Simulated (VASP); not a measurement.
# BiRu in VASP: single point with LDA

Aim: the single point of BiRu with LDA.

Program: VASP 6.6.1. These are calculated values, not measurements. Logs are shortened: lines on timing, memory, paths and dates and some standing lists are left out, and cuts for length are marked.

### Step 1. The cell of the first run

The typed cell holds 6 atoms: a = 5.719 Å, b = 5.719 Å, c = 4.460 Å, α = 90.00°, β = 90.00°, γ = 60.00°.

### Step 2. Single point, LDA

The input, INCAR:

```
SYSTEM = BiRu
PREC = Accurate ; ENCUT = 520
EDIFF = 1E-6 ; ISMEAR = 0
SIGMA = 0.0691 ; LREAL = .False.
LASPH = .True. ; NELM = 100
ALGO = Normal ; ISIF = 2
LWAVE = .False. ; LCHARG = .False.
NBANDS = 52
```

The input, KPOINTS:

```
regular mesh
0
Gamma
  7 7 8
  0 0 0
```

The input, POSCAR:

```
BiRu
1.0
    2.8594061600      4.9526336300      0.0000000000
   -2.8594061600      4.9526336300      0.0000000000
    0.0000000000      0.0000000000      4.4598271300
Ru Bi
3 3
Direct
    0.5000000000      0.5000000000      0.0000000000
    0.5000000000      0.0000000000      0.0000000000
    0.0000000000      0.5000000000      0.0000000000
    0.3333000000      0.3334000000      0.5000000000
    0.6666000000      0.6667000000      0.5000000000
    0.0000000000      0.0000000000      0.0000000000
```

Potentials or basis: VASP PAW LDA potentials, release 64 (Ru_pv, Bi_d).

Command:

```sh
> cat potpaw_LDA.64/Ru_pv/POTCAR potpaw_LDA.64/Bi_d/POTCAR > POTCAR
> mpirun -np 1 vasp_std > vasp.out
```

OUTCAR:

```text
SYSTEM = BiRu
   PREC = Accurate
   ENCUT = 520
   EDIFF = 1E-6
   ISMEAR = 0
   LREAL = .False.
   LASPH = .True.
   NELM = 100
   ISIF = 2

 ion  position               nearest neighbor table
   1  0.500  0.500  0.000-   4 2.77   5 2.77   4 2.77   5 2.77   2 2.86   3 2.86   2 2.86   3 2.86
                             6 2.86   6 2.86
   2  0.500  0.000  0.000-   5 2.77   5 2.77   4 2.77   4 2.77   1 2.86   6 2.86   1 2.86   6 2.86
                             3 2.86   3 2.86
   3  0.000  0.500  0.000-   4 2.77   4 2.77   5 2.77   5 2.77   1 2.86   6 2.86   6 2.86   1 2.86
                             2 2.86   2 2.86
   4  0.333  0.333  0.500-   1 2.77   1 2.77   3 2.77   3 2.77   2 2.77   2 2.77   5 3.30   5 3.30
                             5 3.30
   5  0.667  0.667  0.500-   1 2.77   1 2.77   2 2.77   2 2.77   3 2.77   3 2.77   4 3.30   4 3.30
                             4 3.30
   6  0.000  0.000  0.000-   2 2.86   3 2.86   3 2.86   2 2.86   1 2.86   1 2.86

  LATTYP: Found a hexagonal cell.
 ALAT       =     5.7188096192
 C/A-ratio  =     0.7798523516

  Lattice vectors:

 A1 = (   2.8594061600,  -4.9526336300,   0.0000000000)
 A2 = (   2.8594061600,   4.9526336300,   0.0000000000)
 A3 = (   0.0000000000,   0.0000000000,   4.4598271300)

Analysis of symmetry for initial positions (statically):
=====================================================================
 Subroutine PRICEL returns:
 Original cell was already a primitive cell.

 Routine SETGRP: Setting up the symmetry group for a
 hexagonal supercell.

 Subroutine GETGRP returns: Found  4 space group operations
 (whereof  4 operations were pure point group operations)
 out of a pool of 24 trial point group operations.

The static configuration has the point symmetry C_2v.

Analysis of symmetry for dynamics (positions and initial velocities):
=====================================================================
 Subroutine PRICEL returns:
 Original cell was already a primitive cell.

 Routine SETGRP: Setting up the symmetry group for a
 hexagonal supercell.

 Subroutine GETGRP returns: Found  4 space group operations
 (whereof  4 operations were pure point group operations)
 out of a pool of 24 trial point group operations.

The dynamic configuration has the point symmetry C_2v.

 Subroutine INISYM returns: Found  4 space group operations
 (whereof  4 operations are pure point group operations),
 and found     1 'primitive' translations

----------------------------------------------------------------------------------------

                                     Primitive cell

[... 98 lines left out ...]
   EDIFF  = 0.1E-05   stopping-criterion for ELM
   LREAL  =      F    real-space projection
   EDIFFG = 0.1E-04   stopping-criterion for IOM
   NSW    =      0    number of steps for IOM
   IBRION =     -1    ionic relax: 0-MD 1-quasi-New 2-CG
   NFREE  =      0    steps in history (QN), initial steepest desc. (CG)
   ISIF   =      2    stress and relaxation
   ISYM   =      2    0-nonsym 1-usesym 2-fastsym
   POTIM  = 0.5000    time-step for ionic-motion
   TEBEG  =    0.0;   TEEND  =   0.0 temperature during run
   PSTRESS=    0.0 pullay stress
   NELECT =      87.0000    total number of electrons
   NUPDOWN=      -1.0000    fix difference up-down
   EMIN   =  10.00;   EMAX   =-10.00  energy-range for DOS
   EFERMI =   0.00;   METHOD = LEGACY
   ISMEAR =     0;   SIGMA  =   0.07  broadening in eV -4-tet -1-fermi 0-gaus
   EFERMI_NEDOS =   21; number of points for ismear=-14 and -15
   IALGO  =     38    algorithm
   IMIX   =      4    mixing-type and parameters
     AMIX     =   0.40;   BMIX     =  1.00
     AMIX_MAG =   1.60;   BMIX_MAG =  1.00
  volume/ion in A,a.u.               =      21.05       142.07
  Fermi-wavevector in a.u.,A,eV,Ry     =   1.445755  2.732080 28.438981  2.090206
  Thomas-Fermi vector in A             =   2.563901
   LORBIT       =      0    0 simple, 1 ext, 2 COOP (PROOUT), +10 PAW based schemes
   GGA     = CA    functional components
   LHFCALC =     F    Hartree Fock is set to
   AEXX    =    0.0000 exact exchange contribution
   IVDW    =     0    specifies the selected vdW correction
   LEPSILON=     F    determine dielectric tensor
   LRPA    =     F    only Hartree local field effects (RPA)
 non-spin polarized calculation
 Gauss-broadening in eV      SIGMA  =   0.07
  energy-cutoff  :      520.00
  volume of cell :      126.32
 maximum number of plane-waves:      3430
 NGX is ok and might be reduce to    48
   NGX = 21   NGY = 21   NGZ = 17

 number of electron      87.0000003 magnetization

 Free energy of the ion-electron system (eV)
  ---------------------------------------------------
  ext. energy  EPLUGINS =         0.00000000
  ---------------------------------------------------
  free energy    TOTEN  =       -43.14145640 eV

  energy without entropy =      -43.12044721  energy(sigma->0) =      -43.13095180

 E-fermi :   9.8165     XC(G=0): -11.9636

 val. band max:        9.8059510700   @ k =   0.1429   0.1429   0.3750
 cond. band min:       9.8259556965   @ k =   0.2857   0.0000   0.3750
 fundamental gap:      0.0200046265
 Fermi energy:         9.8165144352

 k-point     1 :       0.0000    0.0000    0.0000
  band No.  band energies     occupation
      1     -32.3602      2.00000
      2     -32.1160      2.00000
      3     -32.1160      2.00000
      4     -32.1036      2.00000
      5     -32.0542      2.00000
      6     -32.0541      2.00000
[... 1309 lines left out ...]
     51      13.1964      0.00000
     52      14.1453      0.00000

 [... further k-points ...]
[... 5 lines left out ...]
  --------------------------------------------------------------------------------------
  -------------------------------------------------------------------------------------
  Total       -2.0282080     -2.0252785     -6.0638958      0.0000000      0.0000000      0.0000000
  in kB      -25.7254511    -25.6882934    -76.9134407      0.0000000      0.0000000      0.0000000
  external PRESSURE =     -42.7757284 kB  Pullay stress =       0.0000000 kB

 VOLUME and BASIS-vectors are now :
 -----------------------------------------------------------------------------
  energy-cutoff  :      520.00
  volume of cell :      126.32
      direct lattice vectors                 reciprocal lattice vectors
     2.859406160  4.952633630  0.000000000     0.174861482  0.100956388  0.000000000
    -2.859406160  4.952633630  0.000000000    -0.174861482  0.100956388  0.000000000
     0.000000000  0.000000000  4.459827130     0.000000000  0.000000000  0.224223938

 POSITION                                       TOTAL-FORCE (eV/Angst)
 -----------------------------------------------------------------------------------
      0.00000      4.95263      0.00000         0.000134      0.000000      0.000000
      1.42970      2.47632      0.00000        -0.000864      0.000576      0.000000
     -1.42970      2.47632      0.00000        -0.000864     -0.000576      0.000000
     -0.00029      3.30192      2.22991         0.001021     -0.001831      0.000000
     -0.00029      6.60335      2.22991         0.001021      0.001831      0.000000
      0.00000      0.00000      0.00000        -0.000449      0.000000      0.000000
 -----------------------------------------------------------------------------------
    total drift:                                0.000005      0.000000      0.000000

  FREE ENERGIE OF THE ION-ELECTRON SYSTEM (eV)
  ---------------------------------------------------
  free  energy   TOTEN  =       -43.1414563968 eV

  energy  without entropy=      -43.1204472090  energy(sigma->0) =      -43.13095180
```

stdout:

```text
POSCAR found type information on POSCAR RuBi
 POSCAR found :  2 types and       6 ions
 scaLAPACK will be used
 LDA part: xc-table for (Slater(with rela. corr.)+CA(PZ))
 , standard interpolation
 POSCAR, INCAR and KPOINTS ok, starting setup
 FFT: planning ... GRIDC
 FFT: planning ... GRID_SOFT
 FFT: planning ... GRID
 WAVECAR not read
 entering main loop
```

Run time: 6.5 min. Hardware: 1 thread of AMD EPYC 9R14 (Zen 4), shared host; peak memory 0.46 GiB.

What came out:

```yaml
Free_energy: -43.1415 eV
Pressure: -4.3 GPa
```

Forces on the atoms (eV/Å):
```
Ru   0.000  0.000  0.000
Ru  -0.001  0.001  0.000
Ru  -0.001 -0.001  0.000
Bi   0.001 -0.002  0.000
Bi   0.001  0.002  0.000
Bi   0.000  0.000  0.000
```

Caveat: spin-orbit coupling is left out, which moves the levels of the heavy elements.
